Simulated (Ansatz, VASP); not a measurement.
Pb in VASP and in Ansatz

```
Pb
1.0
     0.00000    2.45841    2.45841
     2.45841    0.00000    2.45841
     2.45841    2.45841    0.00000
Pb
1
Direct
  0.00000 0.00000 0.00000
```

Alike in both runs: task single point; functional PBEsol; dispersion D4; k mesh 9 × 9 × 9; occupations fermi-dirac, width 0.05 eV; no spin polarisation.

|  | VASP | Ansatz |
| --- | --- | --- |
| version | VASP 6.6.1 | Ansatz 0.2.0 |
| potentials or method | VASP PAW PBE potentials, release 64 (Pb_d) | Ansatz PAW |
| plane-wave cutoff (eV) | 520 | 420 |
| valence electrons in the cell | 14 | 14 |

|  | VASP | Ansatz | Ansatz less VASP |
| --- | --- | --- | --- |
| gap on the k mesh at the Fermi level (eV) | none | none | - |
| pressure (GPa) | -1.1 | -1.0 | +0.09 |

VASP's potentials were made for PBE, not for PBEsol. A gap of «none» marks a metal or a gap that the smearing closes.

Neither program's run includes spin-orbit coupling.
